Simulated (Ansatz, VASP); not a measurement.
This is a calculation of ZnCu for VASP 6.6.1.

File INCAR:

```
SYSTEM = ZnCu
PREC = Accurate ; ENCUT = 600
EDIFF = 1E-6 ; ISMEAR = -1
SIGMA = 0.05 ; LREAL = .FALSE.
LASPH = .TRUE. ; NELM = 100
ALGO = Fast ; ISIF = 3
LWAVE = .FALSE. ; LCHARG = .FALSE.
GGA = RP ; IBRION = 2
NSW = 60 ; EDIFFG = -0.01
```

Contents of KPOINTS:

```
regular mesh
0
G
  9 9 9
  0 0 0
```

File POSCAR:

```
ZnCu
1.0
    2.9450000000      0.0000000000      0.0000000000
    0.0000000000      2.9450000000      0.0000000000
    0.0000000000      0.0000000000      2.9450000000
Zn Cu
1 1
Direct
    0.5000000000      0.5000000000      0.5000000000
    0.0000000000      0.0000000000      0.0000000000
```

Potentials or basis: VASP PAW PBE potentials, release 64 (Zn, Cu).

The run is started by

```sh
$ cat potpaw_PBE.64/Zn/POTCAR potpaw_PBE.64/Cu/POTCAR > POTCAR
$ mpirun -np 1 vasp_std > vasp.out
```

Translate it to Ansatz 0.2.0. Potentials there: Ansatz PAW.

As run (the cutoff follows the program's own potentials):

input.yaml

```yaml
crystal:
  lattice:
    - [2.945, 0.0, 0.0]
    - [0.0, 2.945, 0.0]
    - [0.0, 0.0, 2.945]
  atoms:
    - { symbol: Zn, position: [0.5, 0.5, 0.5] }
    - { symbol: Cu, position: [0.0, 0.0, 0.0] }
hamiltonian:
  xc: rpbe
  pseudopotentials: { kind: paw }
kpoints:
  mp_grid: { grid: [9, 9, 9] }
scf:
  occupations: { method: fermi_dirac, width: 0.05 }
output:
  forces: true
  stress: true
  eigenvalues: true
relax:
  f_tol: 0.01
  max_steps: 40
  cell: { stress_tol: 0.05 }
```

Potentials or basis: Ansatz PAW.

Run with:

```bash
$ ansatz run input.yaml --threads 2 --pin off --max-ram 5632MiB --backend cpu --events-out ev --progress --plain --runs-dir out
```

Both were run:

|  | VASP | Ansatz | Ansatz less VASP |
| --- | --- | --- | --- |
| gap on the k mesh at the Fermi level, each at its own relaxed structure (eV) | none | none | - |
| relaxed volume (Å³/atom) | 13.60 | 13.55 | -0.048 |
| relaxed cell length with the largest relative difference (Å) | 3.008 | 3.004 | -0.0035 |

VASP's potentials were made for PBE, not for RPBE. A gap of «none» marks a metal or a gap that the smearing closes. VASP's potentials hold 23 valence electrons a cell and Ansatz's 31, so a difference there can come from the potentials and not from the codes.

Noted on Ansatz's run: the plane-wave basis is chosen anew once the cell has moved, so the energies of steps on either side of that aren't comparable.
